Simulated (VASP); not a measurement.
# AlN in VASP: further runs

Runs on AlN. Level: PBE. Tasks: single point.

Program: VASP 6.6.1. These are calculated values, not measurements. Logs are shortened: lines on timing, memory, paths and dates and some standing lists are left out, and cuts for length are marked.

### Step 1. The cell of the first run

Symmetry: Fm-3m, No. 225, cubic system. The conventional cell has a = 4.139 Å, b = 4.139 Å, c = 4.139 Å, α = 90.00°, β = 90.00°, γ = 90.00°. Within 2.7 Å of Al (site symmetry m-3m) lie 6 N at 2.07 Å. Within 2.7 Å of N (site symmetry m-3m) lie 6 Al at 2.07 Å.

### Step 2. Single point, PBE

Input file INCAR:

```
SYSTEM = AlN
ALGO = Normal
EDIFF = 1E-7
ENCUT = 520
GGA = PE
ISIF = 2
ISMEAR = 0
LASPH = .True.
LCHARG = .False.
LREAL = .False.
LWAVE = .False.
NBANDS = 16
NELM = 100
PREC = Accurate
SIGMA = 0.05
```

Input file KPOINTS:

```
k-points
0
Gamma
  8 8 6
  0 0 0
```

Input file POSCAR:

```
AlN
1.0
    0.0000000000     -2.0693064083     -2.0693064083
    0.0000000000      2.0693064083     -2.0693064083
    4.1386128164      0.0000000000      0.0000000000
Al N
2 2
Direct
    0.5000000000      0.5000000000      0.0000000000
    0.0000000000      0.0000000000      0.5000000000
    0.5000000000      0.5000000000      0.5000000000
    0.0000000000      1.0000000000      0.0000000000
```

Potentials or basis: VASP PAW PBE potentials, release 64 (Al, N).

On the command line:

```console
cat potpaw_PBE.64/Al/POTCAR potpaw_PBE.64/N/POTCAR > POTCAR
mpirun -np 1 vasp_std > vasp.out
```

OUTCAR:

```text
SYSTEM = AlN
   EDIFF = 1E-7
   ENCUT = 520
   GGA = PE
   ISIF = 2
   ISMEAR = 0
   LASPH = .True.
   LREAL = .False.
   NELM = 100
   PREC = Accurate

 ion  position               nearest neighbor table
   1  0.500  0.500  0.000-   3 2.07   3 2.07   4 2.07   4 2.07   4 2.07   4 2.07   2 2.93   2 2.93
                             2 2.93   2 2.93   2 2.93   2 2.93   2 2.93   2 2.93
   2  0.000  0.000  0.500-   4 2.07   4 2.07   3 2.07   3 2.07   3 2.07   3 2.07   1 2.93   1 2.93
                             1 2.93   1 2.93   1 2.93   1 2.93   1 2.93   1 2.93
   3  0.500  0.500  0.500-   1 2.07   1 2.07   2 2.07   2 2.07   2 2.07   2 2.07
   4  0.000  0.000  0.000-   2 2.07   2 2.07   1 2.07   1 2.07   1 2.07   1 2.07

  LATTYP: Found a simple tetragonal cell.
 ALAT       =     2.9264411873
 C/A-ratio  =     1.4142135623

  Lattice vectors:

 A1 = (   0.0000000000,  -2.0693064083,  -2.0693064083)
 A2 = (   0.0000000000,   2.0693064083,  -2.0693064083)
 A3 = (   4.1386128164,   0.0000000000,   0.0000000000)

Analysis of symmetry for initial positions (statically):
=====================================================================
 Subroutine PRICEL returns following result:

  LATTYP: Found a face centered cubic cell.
 ALAT       =     4.1386128165

  Lattice vectors:

 A1 = (  -2.0693064082,   0.0000000000,   2.0693064083)
 A2 = (  -2.0693064082,  -2.0693064083,   0.0000000000)
 A3 = (  -0.0000000000,  -2.0693064083,   2.0693064083)

   2 primitive cells build up your supercell.

 Routine SETGRP: Setting up the symmetry group for a
 simple tetragonal supercell.

 Subroutine GETGRP returns: Found 16 space group operations
 (whereof 16 operations were pure point group operations)
 out of a pool of 16 trial point group operations.

The static configuration has the point symmetry D_4h.

Analysis of symmetry for dynamics (positions and initial velocities):
=====================================================================
 Subroutine PRICEL returns following result:

  LATTYP: Found a face centered cubic cell.
 ALAT       =     4.1386128165

  Lattice vectors:

 A1 = (  -2.0693064082,   0.0000000000,   2.0693064083)
 A2 = (  -2.0693064082,  -2.0693064083,   0.0000000000)
 A3 = (  -0.0000000000,  -2.0693064083,   2.0693064083)

   2 primitive cells build up your supercell.

 Routine SETGRP: Setting up the symmetry group for a
 simple tetragonal supercell.

 Subroutine GETGRP returns: Found 16 space group operations
 (whereof 16 operations were pure point group operations)
 out of a pool of 16 trial point group operations.

The dynamic configuration has the point symmetry D_4h.

 Subroutine INISYM returns: Found 16 space group operations
 (whereof 16 operations are pure point group operations),
 and found     2 'primitive' translations

----------------------------------------------------------------------------------------

                                     Primitive cell

  volume of cell :      17.7217

  direct lattice vectors                    reciprocal lattice vectors
    -2.069306408  0.000000000  2.069306408    -0.241626855  0.241626855  0.241626855
    -2.069306408 -2.069306408  0.000000000    -0.241626855 -0.241626855 -0.241626855
    -0.000000000 -2.069306408  2.069306408     0.241626855 -0.241626855  0.241626855

  length of vectors
     2.926441187  2.926441187  2.926441187     0.418509990  0.418509990  0.418509990

  position of ions in fractional coordinates (direct lattice)
     0.500000000  0.500000000  0.500000000
     0.000000000  0.000000000  1.000000000

  ion indices of the primitive-cell ions
   primitive index   ion index
                 1           1
                 2           3

----------------------------------------------------------------------------------------

 KPOINTS: k-points

Automatic generation of k-mesh.
 Grid dimensions read from file:
 generate k-points for:    8    8    6

 Generating k-lattice:

  Cartesian coordinates                     Fractional coordinates (reciprocal lattice)
     0.000000000 -0.030203357 -0.030203357     0.125000000  0.000000000  0.000000000
     0.000000000  0.030203357 -0.030203357     0.000000000  0.125000000  0.000000000
     0.040271143  0.000000000  0.000000000     0.000000000  0.000000000  0.166666667

  Length of vectors
     0.042713997  0.042713997  0.040271143

  Shift w.r.t. Gamma in fractional coordinates (k-lattice)
     0.000000000  0.000000000  0.000000000

 Subroutine IBZKPT returns following result:
 ===========================================

 Found     60 irreducible k-points:

 Following reciprocal coordinates:
            Coordinates               Weight
  0.000000  0.000000  0.000000      1.000000
  0.125000  0.000000  0.000000      4.000000
  0.250000  0.000000  0.000000      4.000000
  0.375000  0.000000  0.000000      4.000000
  0.500000  0.000000  0.000000      2.000000
  0.125000  0.125000  0.000000      4.000000
[... 16 lines left out ...]
  0.375000  0.125000  0.166667     16.000000
  0.500000  0.125000  0.166667      8.000000
 [... further k-points ...]
   k-points           NKPTS =     60   k-points in BZ     NKDIM =     60   number of bands    NBANDS=     16
   number of dos      NEDOS =    301   number of ions     NIONS =      4
   total plane-waves  NPLWV =  18432
   dimension x,y,z NGX =    24 NGY =   24 NGZ =   32
   dimension x,y,z NGXF=    48 NGYF=   48 NGZF=   64
   ions per type =               2   2
   NGX,Y,Z   is equivalent  to a cutoff of  13.63, 13.63, 12.85 a.u.
   NGXF,Y,Z  is equivalent  to a cutoff of  27.27, 27.27, 25.71 a.u.
 SYSTEM =  AlN
   PREC   = accura    normal or accurate (medium, high low for compatibility)
   ISTART =      0    job   : 0-new  1-cont  2-samecut
   ICHARG =      2    charge: 1-file 2-atom 10-const
   ISPIN  =      1    spin polarized calculation?
   LNONCOLLINEAR =      F non collinear calculations
   LSORBIT =      F    spin-orbit coupling
   LASPH  =      T    aspherical Exc in radial PAW
   ENCUT  =  520.0 eV  38.22 Ry    6.18 a.u.   5.44  5.44  7.70*2*pi/ulx,y,z
   NELM   =    100;   NELMIN=  2; NELMDL= -5     # of ELM steps
   EDIFF  = 0.1E-06   stopping-criterion for ELM
   LREAL  =      F    real-space projection
   EDIFFG = 0.1E-05   stopping-criterion for IOM
   NSW    =      0    number of steps for IOM
   IBRION =     -1    ionic relax: 0-MD 1-quasi-New 2-CG
   NFREE  =      0    steps in history (QN), initial steepest desc. (CG)
   ISIF   =      2    stress and relaxation
   ISYM   =      2    0-nonsym 1-usesym 2-fastsym
   POTIM  = 0.5000    time-step for ionic-motion
   TEBEG  =    0.0;   TEEND  =   0.0 temperature during run
   PSTRESS=    0.0 pullay stress
   NELECT =      16.0000    total number of electrons
   NUPDOWN=      -1.0000    fix difference up-down
   EMIN   =  10.00;   EMAX   =-10.00  energy-range for DOS
   EFERMI =   0.00;   METHOD = LEGACY
   ISMEAR =     0;   SIGMA  =   0.05  broadening in eV -4-tet -1-fermi 0-gaus
   EFERMI_NEDOS =   21; number of points for ismear=-14 and -15
   IALGO  =     38    algorithm
   IMIX   =      4    mixing-type and parameters
     AMIX     =   0.40;   BMIX     =  1.00
     AMIX_MAG =   1.60;   BMIX_MAG =  1.00
  volume/ion in A,a.u.               =       8.86        59.80
  Fermi-wavevector in a.u.,A,eV,Ry     =   1.255847  2.373206 21.458447  1.577151
  Thomas-Fermi vector in A             =   2.389584
   LORBIT       =      0    0 simple, 1 ext, 2 COOP (PROOUT), +10 PAW based schemes
   GGA     = PE    functional components
   LHFCALC =     F    Hartree Fock is set to
   AEXX    =    0.0000 exact exchange contribution
   IVDW    =     0    specifies the selected vdW correction
   LEPSILON=     F    determine dielectric tensor
   LRPA    =     F    only Hartree local field effects (RPA)
 non-spin polarized calculation
 Gauss-broadening in eV      SIGMA  =   0.05
  energy-cutoff  :      520.00
  volume of cell :       35.44
 maximum number of plane-waves:       999
 NGX is ok and might be reduce to    24
   NGX = 11   NGY = 11   NGZ = 15

 number of electron      15.9999997 magnetization

 Free energy of the ion-electron system (eV)
  ---------------------------------------------------
  ext. energy  EPLUGINS =         0.00000000
  ---------------------------------------------------
  free energy    TOTEN  =       -29.02667514 eV

  energy without entropy =      -29.02667514  energy(sigma->0) =      -29.02667514

 E-fermi :   9.3228     XC(G=0): -11.9622

 val. band max:        9.0826093504   @ k =   0.0000   0.0000   0.0000
 cond. band min:      13.0345549198   @ k =   0.5000   0.5000   0.0000
 fundamental gap:      3.9519455694
 Fermi energy:         9.3228329023

 k-point     1 :       0.0000    0.0000    0.0000
  band No.  band energies     occupation
      1      -7.8533      2.00000
      2      -3.9800      2.00000
      3       2.1608      2.00000
      4       6.4619      2.00000
      5       6.4619      2.00000
      6       9.0826      2.00000
[... 8 lines left out ...]
     15      22.2950      0.00000
     16      25.2546      0.00000

 k-point     2 :       0.1250    0.0000    0.0000
  band No.  band energies     occupation
      1      -7.6533      2.00000
      2      -3.9476      2.00000
      3       2.3675      2.00000
      4       5.4900      2.00000
      5       6.5893      2.00000
      6       8.1150      2.00000
[... 8 lines left out ...]
     15      21.9955      0.00000
     16      23.9413      0.00000

 k-point     3 :       0.2500    0.0000    0.0000
  band No.  band energies     occupation
      1      -7.0743      2.00000
      2      -3.9633      2.00000
      3       2.9780      2.00000
      4       3.9222      2.00000
      5       6.3004      2.00000
      6       6.9516      2.00000
[... 8 lines left out ...]
     15      22.0417      0.00000
     16      22.0918      0.00000
[... 362 lines left out ...]
 k-point    23 :       0.3750    0.1250    0.1667
  band No.  band energies     occupation
      1      -5.8847      2.00000
      2      -4.3068      2.00000
      3       2.4083      2.00000
      4       3.8273      2.00000
      5       5.0604      2.00000
      6       6.9904      2.00000
[... 8 lines left out ...]
     15      21.4490      0.00000
     16      21.5740      0.00000

 k-point    24 :       0.5000    0.1250    0.1667
  band No.  band energies     occupation
      1      -4.9588      2.00000
      2      -4.9588      2.00000
      3       2.6797      2.00000
      4       2.6797      2.00000
      5       6.0998      2.00000
      6       6.0998      2.00000
[... 8 lines left out ...]
     15      21.4005      0.00000
     16      21.4005      0.00000

 [... further k-points ...]
[... 5 lines left out ...]
  --------------------------------------------------------------------------------------
  -------------------------------------------------------------------------------------
  Total       -2.5585945     -2.5561591     -2.5561591      0.0000000      0.0000000      0.0000000
  in kB     -115.6585237   -115.5484319   -115.5484319      0.0000000      0.0000000      0.0000000
  external PRESSURE =    -115.5851292 kB  Pullay stress =       0.0000000 kB

 VOLUME and BASIS-vectors are now :
 -----------------------------------------------------------------------------
  energy-cutoff  :      520.00
  volume of cell :       35.44
      direct lattice vectors                 reciprocal lattice vectors
     0.000000000 -2.069306408 -2.069306408     0.000000000 -0.241626855 -0.241626855
     0.000000000  2.069306408 -2.069306408     0.000000000  0.241626855 -0.241626855
     4.138612816  0.000000000  0.000000000     0.241626855  0.000000000  0.000000000

 POSITION                                       TOTAL-FORCE (eV/Angst)
 -----------------------------------------------------------------------------------
      0.00000      0.00000     -2.06931         0.000000     -0.000000     -0.000000
      2.06931      0.00000      0.00000        -0.000000      0.000000      0.000000
      2.06931      0.00000     -2.06931         0.000000      0.000000     -0.000000
      0.00000      0.00000      0.00000        -0.000000     -0.000000      0.000000
 -----------------------------------------------------------------------------------
    total drift:                               -0.000000      0.000000     -0.000000

  FREE ENERGIE OF THE ION-ELECTRON SYSTEM (eV)
  ---------------------------------------------------
  free  energy   TOTEN  =       -29.0266751390 eV

  energy  without entropy=      -29.0266751390  energy(sigma->0) =      -29.02667514
```

Run time: 24 s. Hardware: 1 thread of Intel Xeon Platinum 8259CL at 2.50GHz (Skylake/Cascade Lake), shared host; peak memory 0.15 GiB.

What came out:

```
Free energy            : -29.0267 eV
Pressure               : -11.6 GPa
Band gap on the k mesh : 3.95 eV
```

Levels at points of the mesh, in eV from the valence-band top:
```csv
k point,band 6,band 7,band 8,band 9,band 10,band 11
"(0.00, 0.00, 0.00)",0.00,0.00,0.00,3.95,4.70,5.41
"(0.50, 0.00, 0.00)",-3.85,-1.01,-1.01,7.86,7.86,9.66
"(0.50, 0.50, 0.00)",-2.62,-2.62,-2.62,3.95,3.95,5.41
"(0.00, 0.00, 0.50)",-1.51,-1.51,-1.51,6.93,6.93,7.49
"(0.50, 0.00, 0.50)",-0.95,-0.95,-0.95,5.70,5.70,10.44
"(0.50, 0.50, 0.50)",-5.33,-3.74,-3.74,7.38,7.38,10.33
```

A k mesh can miss the band edges.

(Continued in part 2 of 3.)
